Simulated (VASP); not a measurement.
Crystal: Tl.

```xyz
1
Lattice="-1.8833 1.8833 1.8833 1.8833 -1.8833 1.8833 1.8833 1.8833 -1.8833" Properties=species:S:1:pos:R:3 pbc="T T T"
Tl    0.0000    0.0000    0.0000
```

This isn't the form of Tl at room conditions, which is hcp.

- Program: VASP 6.6.1
- Task: relaxation of cell and atoms
- Functional: PBE
- Potentials or basis: VASP PAW PBE potentials, release 64 (Tl_d)
- Cutoff: 600 eV
- k mesh: 12 × 12 × 12
- Occupations: fermi-dirac, width 0.05 eV
- Spin: no spin polarisation

At the start: pressure 6.6 GPa; volume 26.72 Å³/atom.

Q: How do energy, volume and symmetry change on relaxing?

A: Over 5 steps the energy falls by 79.2 meV/atom and the volume is 31.22 Å³/atom (+16.9 %); space group Im-3m (No. 229, to 0.1 Å) before and after.

Step by step:
| step | energy change (eV) | largest force (eV/Å) | pressure (GPa) | volume (Å³) |
| --- | --- | --- | --- | --- |
| 1 | 0.0000 | 0.0000 | 6.57 | 26.72 |
| 2 | -0.0792 | 0.0000 | 0.13 | 31.18 |
| 3 | -0.0792 | 0.0000 | -0.06 | 31.34 |
| 4 | -0.0792 | 0.0000 | -0.03 | 31.29 |
| 5 | -0.0792 | 0.0000 | 0.01 | 31.22 |

Final structure:
```cif
data_structure
_symmetry_space_group_name_H-M 'P 1'
_symmetry_Int_Tables_number 1
_cell_length_a 3.4358
_cell_length_b 3.4358
_cell_length_c 3.4358
_cell_angle_alpha 109.471
_cell_angle_beta 109.471
_cell_angle_gamma 109.471
_cell_volume 31.22
loop_
_atom_site_label
_atom_site_type_symbol
_atom_site_fract_x
_atom_site_fract_y
_atom_site_fract_z
_atom_site_occupancy
Tl1 Tl 0.00000 0.00000 0.00000 1
```

Caveat: the volume moved by over 15 % at a fixed basis, so the end points are rough.
